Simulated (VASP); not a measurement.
Input of a VASP 6.6.1 run:

The input INCAR:

```
SYSTEM = BaZrO3
ALGO = Normal
EDIFF = 1E-7
ENCUT = 520
GGA = CA
ISIF = 2
ISMEAR = 0
LASPH = .True.
LCHARG = .True.
LELF = .True.
LREAL = .False.
LVHAR = .True.
LWAVE = .False.
NBANDS = 28
NELM = 60
PREC = Accurate
SIGMA = 0.05
```

File KPOINTS:

```
k-points
0
Gamma
  6 6 6
  0 0 0
```

POSCAR

```
BaZrO3
1.0
    3.8052893064      0.0000000000      0.0000000000
    0.0000000000      3.8052893064      0.0000000000
    0.0000000000      0.0000000000      4.1474542849
Ba Zr O
1 1 3
Direct
    0.5000000000      0.5000000000      0.5000000000
    0.0000000000      0.0000000000      0.0000000000
    0.5000000000      0.0000000000      0.0000000000
    0.0000000000      0.5000000000      0.0000000000
    0.0000000000      0.0000000000      0.5000000000
```

Potentials or basis: VASP PAW LDA potentials, release 64 (Ba_sv, Zr_sv, O).

Run with:

```sh
$ cat potpaw_LDA.64/Ba_sv/POTCAR potpaw_LDA.64/Zr_sv/POTCAR potpaw_LDA.64/O/POTCAR > POTCAR
$ mpirun -np 1 vasp_std > vasp.out
```

Task: Predict the band gap on the k mesh.

Result: 2.80 eV, direct.

Task: Estimate the pressure.

Result: 50.2 GPa.

Stress tensor (GPa, compression positive):
```
64.18  0.00  0.00
 0.00 64.18  0.00
 0.00  0.00 22.14
```

Caveat: the cell differs from its parent crystal (normal strain along x -0.0825, normal strain along y -0.0825); spin-orbit coupling is left out, which moves the levels of the heavy elements. A k mesh can miss the band edges.
